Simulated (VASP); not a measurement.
# P in VASP: a series of runs

Runs on P. Level: PBE. Tasks: single point.

Everything below comes from runs of VASP 6.6.1. Logs are shortened: lines on timing, memory, paths and dates and some standing lists are left out, and cuts for length are marked.

## Step 1: The cell of the first run

The typed cell holds 2 atoms: a = 4.077 Å, b = 4.077 Å, c = 3.214 Å, α = 90.00°, β = 90.00°, γ = 144.23°.

## Step 2: Single point, PBE (15.62 Å³/atom)

INCAR reads:

```
SYSTEM = P
PREC     = Accurate       ! precision mode
ENCUT    = 520            ! plane-wave cutoff, eV
EDIFF    = 1E-6           ! SCF threshold, eV
ISMEAR   = -1             ! smearing method
SIGMA    = 0.1            ! smearing width, eV
LREAL    = .FALSE.        ! projectors in reciprocal space
LASPH    = .TRUE.         ! aspherical terms in the spheres
NELM     = 100            ! most SCF steps
ALGO     = Normal         ! electronic algorithm
ISIF     = 2              ! what is computed and relaxed
LWAVE    = .FALSE.        ! write WAVECAR
LCHARG   = .FALSE.        ! write CHGCAR
GGA      = PE             ! functional
NBANDS   = 12             ! bands
```

KPOINTS reads:

```
regular mesh
0
G
  14 14 11
  0 0 0
```

POSCAR reads:

```
P
1.0
   -2.5749810187      2.9120097950      1.2292991337
    2.9120097950     -2.5749810187      1.2292991337
    2.2311756664      2.2311756664     -0.6120303126
P
2
Direct
    0.9668659313      0.0331340687      1.0000000000
    0.7831340687      0.2168659313      0.5000000000
```

Potentials or basis: VASP PAW PBE potentials, release 64 (P).

Run with:

```
$ cat potpaw_PBE.64/P/POTCAR > POTCAR
$ mpirun -np 1 vasp_std > vasp.out
```

OUTCAR:

```text
SYSTEM = P
   PREC = Accurate
   ENCUT = 520
   EDIFF = 1E-6
   ISMEAR = -1
   LREAL = .FALSE.
   LASPH = .TRUE.
   NELM = 100
   ISIF = 2
   GGA = PE

 ion  position               nearest neighbor table
   1  0.967  0.033  0.000-   2 2.15   2 2.15
   2  0.783  0.217  0.500-   1 2.15   1 2.15

  LATTYP: Found a base centered monoclinic cell.
 ALAT       =     2.5043726225
 B/A-ratio  =     3.0984913169
 C/A-ratio  =     1.2834221132
 COS(beta)  =    -0.0000988707

  Lattice vectors:

 A1 = (  -2.5749810187,   2.9120097950,   1.2292991337)
 A2 = (   2.9120097950,  -2.5749810187,   1.2292991337)
 A3 = (   2.2311756664,   2.2311756664,  -0.6120303126)

Analysis of symmetry for initial positions (statically):
=====================================================================
 Subroutine PRICEL returns:
 Original cell was already a primitive cell.

 Routine SETGRP: Setting up the symmetry group for a
 base centered monoclinic supercell.

 Subroutine GETGRP returns: Found  4 space group operations
 (whereof  2 operations were pure point group operations)
 out of a pool of  4 trial point group operations.

The static configuration has the point symmetry C_2 .
 The point group associated with its full space group is C_2h.

Analysis of symmetry for dynamics (positions and initial velocities):
=====================================================================
 Subroutine PRICEL returns:
 Original cell was already a primitive cell.

 Routine SETGRP: Setting up the symmetry group for a
 base centered monoclinic supercell.

 Subroutine GETGRP returns: Found  4 space group operations
 (whereof  2 operations were pure point group operations)
 out of a pool of  4 trial point group operations.

The dynamic configuration has the point symmetry C_2 .
 The point group associated with its full space group is C_2h.

 Subroutine INISYM returns: Found  4 space group operations
 (whereof  2 operations are pure point group operations),
 and found     1 'primitive' translations

----------------------------------------------------------------------------------------

                                     Primitive cell

  volume of cell :      31.2311

  direct lattice vectors                    reciprocal lattice vectors
    -2.574981019  2.912009795  1.229299134    -0.037360758  0.144888499  0.391995744
     2.912009795 -2.574981019  1.229299134     0.144888499 -0.037360758  0.391995744
     2.231175666  2.231175666 -0.612030313     0.215975835  0.215975835 -0.059212660

  length of vectors
     4.076947958  4.076947958  3.214167204     0.419582133  0.419582133  0.311122584

  position of ions in fractional coordinates (direct lattice)
     0.966865931  0.033134069  0.000000000
     0.783134069  0.216865931  0.500000000

  ion indices of the primitive-cell ions
   primitive index   ion index
                 1           1
                 2           2

----------------------------------------------------------------------------------------

 KPOINTS: regular mesh

Automatic generation of k-mesh.
 Grid dimensions read from file:
 generate k-points for:   14   14   11

 Generating k-lattice:

  Cartesian coordinates                     Fractional coordinates (reciprocal lattice)
    -0.002668626  0.010349178  0.027999696     0.071428571  0.000000000  0.000000000
     0.010349178 -0.002668626  0.027999696     0.000000000  0.071428571  0.000000000
     0.019634167  0.019634167 -0.005382969     0.000000000  0.000000000  0.090909091

  Length of vectors
     0.029970152  0.029970152  0.028283871

  Shift w.r.t. Gamma in fractional coordinates (k-lattice)
     0.000000000  0.000000000  0.000000000

 Subroutine IBZKPT returns following result:
 ===========================================

 Found    582 irreducible k-points:

 Following reciprocal coordinates:
            Coordinates               Weight
  0.000000  0.000000  0.000000      1.000000
  0.071429  0.000000  0.000000      4.000000
  0.142857  0.000000 -0.000000      4.000000
  0.214286  0.000000 -0.000000      4.000000
  0.285714  0.000000  0.000000      4.000000
  0.357143 -0.000000  0.000000      4.000000
[... 16 lines left out ...]
  0.214286  0.142857  0.000000      4.000000
  0.285714  0.142857  0.000000      4.000000
 [... further k-points ...]
   k-points           NKPTS =    582   k-points in BZ     NKDIM =    582   number of bands    NBANDS=     12
   number of dos      NEDOS =    301   number of ions     NIONS =      2
   total plane-waves  NPLWV =  21600
   dimension x,y,z NGX =    30 NGY =   30 NGZ =   24
   dimension x,y,z NGXF=    60 NGYF=   60 NGZF=   48
   ions per type =               2
   NGX,Y,Z   is equivalent  to a cutoff of  12.23, 12.23, 12.41 a.u.
   NGXF,Y,Z  is equivalent  to a cutoff of  24.47, 24.47, 24.83 a.u.
 SYSTEM =  P
   PREC   = accura    normal or accurate (medium, high low for compatibility)
   ISTART =      0    job   : 0-new  1-cont  2-samecut
   ICHARG =      2    charge: 1-file 2-atom 10-const
   ISPIN  =      1    spin polarized calculation?
   LNONCOLLINEAR =      F non collinear calculations
   LSORBIT =      F    spin-orbit coupling
   LASPH  =      T    aspherical Exc in radial PAW
   ENCUT  =  520.0 eV  38.22 Ry    6.18 a.u.   7.58  7.58  5.98*2*pi/ulx,y,z
   NELM   =    100;   NELMIN=  2; NELMDL= -5     # of ELM steps
   EDIFF  = 0.1E-05   stopping-criterion for ELM
   LREAL  =      F    real-space projection
   EDIFFG = 0.1E-04   stopping-criterion for IOM
   NSW    =      0    number of steps for IOM
   IBRION =     -1    ionic relax: 0-MD 1-quasi-New 2-CG
   NFREE  =      0    steps in history (QN), initial steepest desc. (CG)
   ISIF   =      2    stress and relaxation
   ISYM   =      2    0-nonsym 1-usesym 2-fastsym
   POTIM  = 0.5000    time-step for ionic-motion
   TEBEG  =    0.0;   TEEND  =   0.0 temperature during run
   PSTRESS=    0.0 pullay stress
   NELECT =      10.0000    total number of electrons
   NUPDOWN=      -1.0000    fix difference up-down
   EMIN   =  10.00;   EMAX   =-10.00  energy-range for DOS
   EFERMI =   0.00;   METHOD = LEGACY
   ISMEAR =    -1;   SIGMA  =   0.10  broadening in eV -4-tet -1-fermi 0-gaus
   EFERMI_NEDOS =   21; number of points for ismear=-14 and -15
   IALGO  =     38    algorithm
   IMIX   =      4    mixing-type and parameters
     AMIX     =   0.40;   BMIX     =  1.00
     AMIX_MAG =   1.60;   BMIX_MAG =  1.00
  volume/ion in A,a.u.               =      15.62       105.38
  Fermi-wavevector in a.u.,A,eV,Ry     =   1.119986  2.116467 17.066723  1.254369
  Thomas-Fermi vector in A             =   2.256629
   LORBIT       =      0    0 simple, 1 ext, 2 COOP (PROOUT), +10 PAW based schemes
   GGA     = PE    functional components
   LHFCALC =     F    Hartree Fock is set to
   AEXX    =    0.0000 exact exchange contribution
   IVDW    =     0    specifies the selected vdW correction
   LEPSILON=     F    determine dielectric tensor
   LRPA    =     F    only Hartree local field effects (RPA)
 non-spin polarized calculation
  energy-cutoff  :      520.00
  volume of cell :       31.23
 maximum number of plane-waves:       854
   NGX = 15   NGY = 15   NGZ = 11

 number of electron      10.0000000 magnetization

 Free energy of the ion-electron system (eV)
  ---------------------------------------------------
  ext. energy  EPLUGINS =         0.00000000
  ---------------------------------------------------
  free energy    TOTEN  =       -10.23233759 eV

  energy without entropy =      -10.20811397  energy(sigma->0) =      -10.22022578

 E-fermi :   8.7482     XC(G=0): -10.8628

 val. band max:        8.7443493440   @ k =  -0.0714  -0.2143   0.1818
 cond. band min:       8.7498155673   @ k =  -0.1429   0.1429   0.3636
 fundamental gap:      0.0054662233
 Fermi energy:         8.7481860597

 k-point     1 :       0.0000    0.0000    0.0000
  band No.  band energies     occupation
      1      -7.9212      2.00000
      2       0.9207      2.00000
      3       3.3415      2.00000
      4       4.2200      2.00000
      5       8.8447      0.55175
      6      12.9820      0.00000
      7      13.3407      0.00000
      8      15.5204      0.00000
      9      16.1405      0.00000
     10      16.8338      0.00000
     11      17.2370      0.00000
     12      22.1513      0.00000

 k-point     2 :       0.0714    0.0000    0.0000
  band No.  band energies     occupation
      1      -7.8057      2.00000
      2       0.9284      2.00000
      3       3.5449      2.00000
      4       4.3125      2.00000
      5       8.9389      0.25866
      6      11.4681      0.00000
      7      13.3502      0.00000
      8      15.1878      0.00000
      9      16.6577      0.00000
     10      17.1180      0.00000
     11      17.4150      0.00000
     12      22.5983      0.00000

 k-point     3 :       0.1429    0.0000   -0.0000
  band No.  band energies     occupation
      1      -7.4618      2.00000
      2       0.9924      2.00000
      3       4.0972      2.00000
      4       4.5851      2.00000
      5       9.1559      0.03334
      6       9.2164      0.01835
      7      13.3639      0.00000
      8      13.3972      0.00000
      9      16.8304      0.00000
     10      17.8988      0.00000
     11      18.9473      0.00000
     12      22.6581      0.00000
[... 286 lines left out ...]
 k-point    23 :       0.2143    0.1429    0.0000
  band No.  band energies     occupation
      1      -5.3607      2.00000
      2       2.5071      2.00000
      3       3.3985      2.00000
      4       6.1065      2.00000
      5       6.2523      2.00000
      6       6.6752      2.00000
      7      11.6456      0.00000
      8      14.6633      0.00000
      9      16.3717      0.00000
     10      17.7510      0.00000
     11      18.9560      0.00000
     12      19.7361      0.00000

 k-point    24 :       0.2857    0.1429    0.0000
  band No.  band energies     occupation
      1      -4.4322      2.00000
      2       1.0757      2.00000
      3       3.7739      2.00000
      4       5.4130      2.00000
      5       6.6404      2.00000
      6       7.5242      1.99999
      7      12.3332      0.00000
      8      14.5485      0.00000
      9      15.4796      0.00000
     10      16.4946      0.00000
     11      17.6548      0.00000
     12      20.0609      0.00000

 [... further k-points ...]

------------------------ aborting loop because EDIFF is reached ----------------------------------------

  FORCE on cell =-STRESS in cart. coord.  units (eV):
  Direction    XX          YY          ZZ          XY          YZ          ZX
  --------------------------------------------------------------------------------------
  -------------------------------------------------------------------------------------
  Total        2.7560152      2.7560152      2.1460910      0.4422144     -0.1497839     -0.1497839
  in kB      141.3857176    141.3857176    110.0961322     22.6859420     -7.6840308     -7.6840307
  external PRESSURE =     130.9558558 kB  Pullay stress =       0.0000000 kB

 VOLUME and BASIS-vectors are now :
 -----------------------------------------------------------------------------
  energy-cutoff  :      520.00
  volume of cell :       31.23
      direct lattice vectors                 reciprocal lattice vectors
    -2.574981019  2.912009795  1.229299134    -0.037360758  0.144888499  0.391995744
     2.912009795 -2.574981019  1.229299134     0.144888499 -0.037360758  0.391995744
     2.231175666  2.231175666 -0.612030313     0.215975835  0.215975835 -0.059212660

 POSITION                                       TOTAL-FORCE (eV/Angst)
 -----------------------------------------------------------------------------------
     -2.39317      2.73020      1.22930        -0.868401      0.868401     -0.000000
     -0.26945      2.83766      0.92328         0.868401     -0.868401      0.000000
 -----------------------------------------------------------------------------------
    total drift:                                0.000000     -0.000000      0.000000

  FREE ENERGIE OF THE ION-ELECTRON SYSTEM (eV)
  ---------------------------------------------------
  free  energy   TOTEN  =       -10.2323375855 eV

  energy  without entropy=      -10.2081139692  energy(sigma->0) =      -10.22022578
```

Run time: 80 s. Hardware: 1 thread of Intel Xeon 6975P-C (Granite Rapids), shared host; peak memory 0.28 GiB.

What came out:

| Property | Result |
| --- | --- |
| Free energy | -10.2323 eV |
| Pressure | 13.1 GPa |
| Largest force | 1.228 eV/Å |
| Band gap on the k mesh | zero (bands 5 and 6 overlap by 8.84 eV) |

Forces in eV/Å, atoms in the order of the input:
```
P   -0.868  0.868  0.000
P    0.868 -0.868  0.000
```

Caveat: the cell stands under pressure; forces of over 1 eV/Å act on the atoms, so gaps and moduli don't describe the material at rest.

(Continued in part 2 of 2.)
